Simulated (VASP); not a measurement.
# B3N2 (P6/mmm) in VASP: relaxation of cell and atoms with PBE

Aim: the relaxation of cell and atoms of B3N2 with PBE.

Everything below comes from runs of VASP 6.6.1. Logs are shortened: lines on timing, memory, paths and dates and some standing lists are left out, and cuts for length are marked.

## Step 1: The cell of the first run

It takes space group P6/mmm (No. 191, hexagonal). Conventional cell: a = 3.691 Å, b = 3.691 Å, c = 3.538 Å, α = 90.00°, β = 90.00°, γ = 120.00°. Within 2.4 Å of B (site symmetry mmm) lie 4 B at 1.85 Å and 4 N at 2.17 Å. Within 1.7 Å of N (site symmetry 6mm) lie 1 N at 1.25 Å.

The cell was generated, and may not be a known phase.

## Step 2: Relaxation of cell and atoms, PBE

INCAR reads:

```
PREC = Accurate ; ENCUT = 1330
EDIFF = 1E-7 ; ISMEAR = 0
SIGMA = 0.1 ; LREAL = F
LASPH = T ; NELM = 120
ALGO = Normal ; ISIF = 3
LWAVE = F ; LCHARG = F
GGA = PE ; IBRION = 2
NSW = 90 ; EDIFFG = -0.04
GGA_COMPAT = F ; NELMIN = 4
```

KPOINTS reads:

```
regular mesh
0
Gamma
  6 6 6
```

POSCAR reads:

```
B3N2
1.0
    3.6911684000      0.0000000000      0.0000000000
   -1.8455842000      3.1966456000      0.0000000000
    0.0000000000      0.0000000000      3.5378579800
B N
3 2
Direct
    0.5000000000      0.0000000000      0.0000000000
    0.0000000000      0.5000000000      0.0000000000
    0.5000000000      0.5000000000      0.0000000000
    0.0000000000      0.0000000000      0.3239800200
    0.0000000000      0.0000000000      0.6760199800
```

Potentials or basis: VASP PAW PBE potentials, release 64 (B_h, N_h).

The run is started by

```console
$ cat potpaw_PBE.64/B_h/POTCAR potpaw_PBE.64/N_h/POTCAR > POTCAR
$ mpirun -np 1 vasp_std > vasp.out
```

OUTCAR:

```text
PREC = Accurate
   ENCUT = 1330
   EDIFF = 1E-7
   ISMEAR = 0
   LREAL = F
   LASPH = T
   NELM = 120
   ISIF = 3
   GGA = PE
   IBRION = 2
   NSW = 90
   EDIFFG = -0.04
   NELMIN = 4

 ion  position               nearest neighbor table
   1  0.500  0.000  0.000-
   2  0.000  0.500  0.000-
   3  0.500  0.500  0.000-
   4  0.000  0.000  0.324-   5 1.25
   5  0.000  0.000  0.676-   4 1.25

  LATTYP: Found a hexagonal cell.
 ALAT       =     3.6911684000
 C/A-ratio  =     0.9584656121

  Lattice vectors:

 A1 = (   3.6911684000,   0.0000000000,   0.0000000000)
 A2 = (  -1.8455842000,   3.1966456000,   0.0000000000)
 A3 = (   0.0000000000,   0.0000000000,   3.5378579800)

Analysis of symmetry for initial positions (statically):
=====================================================================
 Subroutine PRICEL returns:
 Original cell was already a primitive cell.

 Routine SETGRP: Setting up the symmetry group for a
 hexagonal supercell.

 Subroutine GETGRP returns: Found 24 space group operations
 (whereof 24 operations were pure point group operations)
 out of a pool of 24 trial point group operations.

The static configuration has the point symmetry D_6h.

Analysis of symmetry for dynamics (positions and initial velocities):
=====================================================================
 Subroutine PRICEL returns:
 Original cell was already a primitive cell.

 Routine SETGRP: Setting up the symmetry group for a
 hexagonal supercell.

 Subroutine GETGRP returns: Found 24 space group operations
 (whereof 24 operations were pure point group operations)
 out of a pool of 24 trial point group operations.

The dynamic configuration has the point symmetry D_6h.

 Subroutine INISYM returns: Found 24 space group operations
 (whereof 24 operations are pure point group operations),
 and found     1 'primitive' translations

----------------------------------------------------------------------------------------

                                     Primitive cell

  volume of cell :      41.7445

  direct lattice vectors                    reciprocal lattice vectors
     3.691168400  0.000000000  0.000000000     0.270916927  0.156413961  0.000000000
    -1.845584200  3.196645600  0.000000000     0.000000000  0.312827922  0.000000000
     0.000000000  0.000000000  3.537857980     0.000000000  0.000000000  0.282656909

  length of vectors
     3.691168400  3.691168396  3.537857980     0.312827922  0.312827922  0.282656909

  position of ions in fractional coordinates (direct lattice)
     0.500000000  0.000000000  0.000000000
     0.000000000  0.500000000  0.000000000
     0.500000000  0.500000000  0.000000000
     0.000000000  0.000000000  0.323980020
     0.000000000  0.000000000  0.676019980

  ion indices of the primitive-cell ions
   primitive index   ion index
                 1           1
                 2           2
                 3           3
                 4           4
                 5           5

----------------------------------------------------------------------------------------

 KPOINTS: regular mesh

Automatic generation of k-mesh.
 Grid dimensions read from file:
 generate k-points for:    6    6    6

 Generating k-lattice:

  Cartesian coordinates                     Fractional coordinates (reciprocal lattice)
     0.045152821  0.026068993  0.000000000     0.166666667  0.000000000  0.000000000
     0.000000000  0.052137987  0.000000000     0.000000000  0.166666667  0.000000000
     0.000000000  0.000000000  0.047109485     0.000000000  0.000000000  0.166666667

  Length of vectors
     0.052137987  0.052137987  0.047109485

  Shift w.r.t. Gamma in fractional coordinates (k-lattice)
     0.000000000  0.000000000  0.000000000

 Subroutine IBZKPT returns following result:
 ===========================================

 Found     28 irreducible k-points:

 Following reciprocal coordinates:
            Coordinates               Weight
  0.000000  0.000000  0.000000      1.000000
  0.166667  0.000000  0.000000      6.000000
  0.333333  0.000000  0.000000      6.000000
  0.500000  0.000000  0.000000      3.000000
  0.166667  0.166667  0.000000      6.000000
  0.333333  0.166667  0.000000     12.000000
[... 16 lines left out ...]
  0.166667  0.000000  0.500000      6.000000
  0.333333  0.000000  0.500000      6.000000
 [... further k-points ...]
   k-points           NKPTS =     28   k-points in BZ     NKDIM =     28   number of bands    NBANDS=     13
   number of dos      NEDOS =    301   number of ions     NIONS =      5
   total plane-waves  NPLWV =  96768
   dimension x,y,z NGX =    48 NGY =   48 NGZ =   42
   dimension x,y,z NGXF=    96 NGYF=   96 NGZF=   84
   ions per type =               3   2
   NGX,Y,Z   is equivalent  to a cutoff of  21.62, 21.62, 19.74 a.u.
   NGXF,Y,Z  is equivalent  to a cutoff of  43.24, 43.24, 39.47 a.u.
 SYSTEM =  unknown system
   PREC   = accura    normal or accurate (medium, high low for compatibility)
   ISTART =      0    job   : 0-new  1-cont  2-samecut
   ICHARG =      2    charge: 1-file 2-atom 10-const
   ISPIN  =      1    spin polarized calculation?
   LNONCOLLINEAR =      F non collinear calculations
   LSORBIT =      F    spin-orbit coupling
   LASPH  =      T    aspherical Exc in radial PAW
   ENCUT  = 1330.0 eV  97.75 Ry    9.89 a.u.  10.98 10.98 10.52*2*pi/ulx,y,z
   NELM   =    120;   NELMIN=  4; NELMDL= -5     # of ELM steps
   EDIFF  = 0.1E-06   stopping-criterion for ELM
   LREAL  =      F    real-space projection
   EDIFFG = -.4E-01   stopping-criterion for IOM
   NSW    =     90    number of steps for IOM
   IBRION =      2    ionic relax: 0-MD 1-quasi-New 2-CG
   NFREE  =      1    steps in history (QN), initial steepest desc. (CG)
   ISIF   =      3    stress and relaxation
   ISYM   =      2    0-nonsym 1-usesym 2-fastsym
   POTIM  = 0.5000    time-step for ionic-motion
   TEBEG  =    0.0;   TEEND  =   0.0 temperature during run
   PSTRESS=    0.0 pullay stress
   NELECT =      19.0000    total number of electrons
   NUPDOWN=      -1.0000    fix difference up-down
   EMIN   =  10.00;   EMAX   =-10.00  energy-range for DOS
   EFERMI =   0.00;   METHOD = LEGACY
   ISMEAR =     0;   SIGMA  =   0.10  broadening in eV -4-tet -1-fermi 0-gaus
   EFERMI_NEDOS =   21; number of points for ismear=-14 and -15
   IALGO  =     38    algorithm
   IMIX   =      4    mixing-type and parameters
     AMIX     =   0.40;   BMIX     =  1.00
     AMIX_MAG =   1.60;   BMIX_MAG =  1.00
  volume/ion in A,a.u.               =       8.35        56.34
  Fermi-wavevector in a.u.,A,eV,Ry     =   1.259292  2.379717 21.576342  1.585816
  Thomas-Fermi vector in A             =   2.392859
   LORBIT       =      0    0 simple, 1 ext, 2 COOP (PROOUT), +10 PAW based schemes
   GGA     = PE    functional components
   LHFCALC =     F    Hartree Fock is set to
   AEXX    =    0.0000 exact exchange contribution
   IVDW    =     0    specifies the selected vdW correction
   LEPSILON=     F    determine dielectric tensor
   LRPA    =     F    only Hartree local field effects (RPA)
 conjugate gradient relaxation of ions
 non-spin polarized calculation
 Gauss-broadening in eV      SIGMA  =   0.10
  energy-cutoff  :     1330.00
  volume of cell :       41.74
 maximum number of plane-waves:      4641
 NGX is ok and might be reduce to    48
   NGX = 21   NGY = 21   NGZ = 21

--------------------------------------- Ionic step        1  -------------------------------------------

 number of electron      19.0000000 magnetization

 Free energy of the ion-electron system (eV)
  ---------------------------------------------------
  ext. energy  EPLUGINS =         0.00000000
  ---------------------------------------------------
  free energy    TOTEN  =       -28.64857237 eV

  energy without entropy =      -28.63636118  energy(sigma->0) =      -28.64246677

------------------------ aborting loop because EDIFF is reached ----------------------------------------

  FORCE on cell =-STRESS in cart. coord.  units (eV):
  Direction    XX          YY          ZZ          XY          YZ          ZX
  --------------------------------------------------------------------------------------
  -------------------------------------------------------------------------------------
  Total       -5.9414624     -5.9414624      7.5396731      0.0000000      0.0000000      0.0000000
  in kB     -228.0369335   -228.0369330    289.3772305      0.0000000      0.0000000      0.0000000
  external PRESSURE =     -55.5655453 kB  Pullay stress =       0.0000000 kB
[... 98 lines left out ...]
  FREE ENERGIE OF THE ION-ELECTRON SYSTEM (eV)
  ---------------------------------------------------
  free  energy   TOTEN  =       -29.5613779320 eV

  energy  without entropy=      -29.5504274997  energy(sigma->0) =      -29.55590272

 E-fermi :   4.0710     XC(G=0): -10.2926

 val. band max:        4.0413541759   @ k =   0.1667   0.1667   0.3333
 cond. band min:       4.1890897358   @ k =   0.1667   0.0000   0.3333
 fundamental gap:      0.1477355599
 Fermi energy:         4.0710455683

 k-point     1 :       0.0000    0.0000    0.0000
  band No.  band energies     occupation
      1     -17.7264      2.00000
      2      -8.4417      2.00000
      3      -5.6772      2.00000
      4      -2.0298      2.00000
      5      -1.2108      2.00000
      6      -1.2108      2.00000
      7       0.4771      2.00000
      8       3.3671      2.00000
      9       3.8603      1.99712
     10       3.8603      1.99712
     11       7.4192      0.00000
     12       7.4192      0.00000
     13       8.8530      0.00000
[... 356 lines left out ...]
      2      -7.8065      2.00000
      3      -4.3414      2.00000
      4      -2.8228      2.00000
      5      -2.7901      2.00000
      6      -1.2566      2.00000
      7      -1.2552      2.00000
      8       1.9622      2.00000
      9       2.3972      2.00000
     10       4.5429      0.00000
     11       7.3286      0.00000
     12       7.7862      0.00000
     13       8.6997      0.00000

 [... further k-points ...]

[... ionic steps 4 to 30 ...]

--------------------------------------- Ionic step       31  -------------------------------------------

 number of electron      18.9999997 magnetization

------------------------ aborting loop because EDIFF is reached ----------------------------------------
[... 73 lines left out ...]
--------------------------------------- Ionic step       33  -------------------------------------------

 number of electron      18.9999997 magnetization

 Free energy of the ion-electron system (eV)
  ---------------------------------------------------
  ext. energy  EPLUGINS =         0.00000000
  ---------------------------------------------------
  free energy    TOTEN  =       -33.36744844 eV

  energy without entropy =      -33.35772183  energy(sigma->0) =      -33.36258514

 E-fermi :   2.3534     XC(G=0):  -9.2716

 val. band max:        2.3509319517   @ k =   0.3333   0.3333   0.0000
 cond. band min:       2.3535108657   @ k =   0.1667   0.1667   0.1667
 fundamental gap:      0.0025789140
 Fermi energy:         2.3533672701

 k-point     1 :       0.0000    0.0000    0.0000
  band No.  band energies     occupation
      1     -20.4357      2.00000
      2     -10.0281      2.00000
      3      -6.5735      2.00000
      4      -3.9628      2.00000
      5      -3.2170      2.00000
      6      -3.2170      2.00000
      7      -2.7475      2.00000
      8      -0.5958      2.00000
      9       1.9157      2.00000
     10       1.9157      2.00000
     11       6.4319      0.00000
     12       6.4319      0.00000
     13       8.3303      0.00000
[... 400 lines left out ...]
  FREE ENERGIE OF THE ION-ELECTRON SYSTEM (eV)
  ---------------------------------------------------
  free  energy   TOTEN  =       -33.3674484419 eV

  energy  without entropy=      -33.3577218313  energy(sigma->0) =      -33.36258514

 reached required accuracy - stopping structural energy minimisation
```

Wall time 9.2 min (1 thread of Intel Xeon 6975P-C (Granite Rapids), shared host); peak memory 0.33 GiB.

Results:

| Quantity | Value |
| --- | --- |
| Free energy | -33.3674 eV |
| Relaxed volume | 11.69 Å³/atom |
| Relaxed cell | a = 3.330 Å, b = 3.330 Å, c = 6.088 Å, α = 90.00°, β = 90.00°, γ = 120.00° |
| Space group after relaxing (to 0.1 Å) | P6/mmm (No. 191) |
| Pressure after relaxing | 0.2 GPa |
| Band gap on the k mesh | zero (an odd number of electrons rules out a gap without spin polarisation) |

Forces on the atoms (eV/Å):
```
B    0.000  0.000  0.000
B    0.000  0.000  0.000
B    0.000  0.000  0.000
N    0.000  0.000  0.003
N    0.000  0.000 -0.003
```

Final structure:
```
B N
1.0
     3.33006    0.00000    0.00000
    -1.66503    2.88391    0.00000
     0.00000    0.00000    6.08837
B N
3 2
Direct
  0.50000 0.00000 0.00000
  0.00000 0.50000 0.00000
  0.50000 0.50000 0.00000
  0.00000 0.00000 0.40908
  0.00000 0.00000 0.59092
```

Levels at points of the mesh, in eV from the Fermi level:
```csv
k point,band 6,band 7,band 8,band 9,band 10,band 11,band 12,band 13
"(0.00, 0.00, 0.00)",-5.57,-5.10,-2.95,-0.44,-0.44,4.08,4.08,5.98
"(0.50, 0.00, 0.00)",-5.85,-5.00,-3.14,-1.35,-0.80,1.88,3.51,3.56
"(0.00, 0.00, 0.50)",-5.56,-5.56,-2.09,-0.49,-0.49,4.19,4.19,5.99
"(0.50, 0.00, 0.50)",-5.84,-4.97,-3.53,-0.90,-0.64,2.11,2.37,3.93
```

Caveat: the volume moved by over 15 % at a fixed basis, so the end points are rough; an odd number of electrons without spin polarisation forces a metal; a magnetic or distorted state may lie lower.
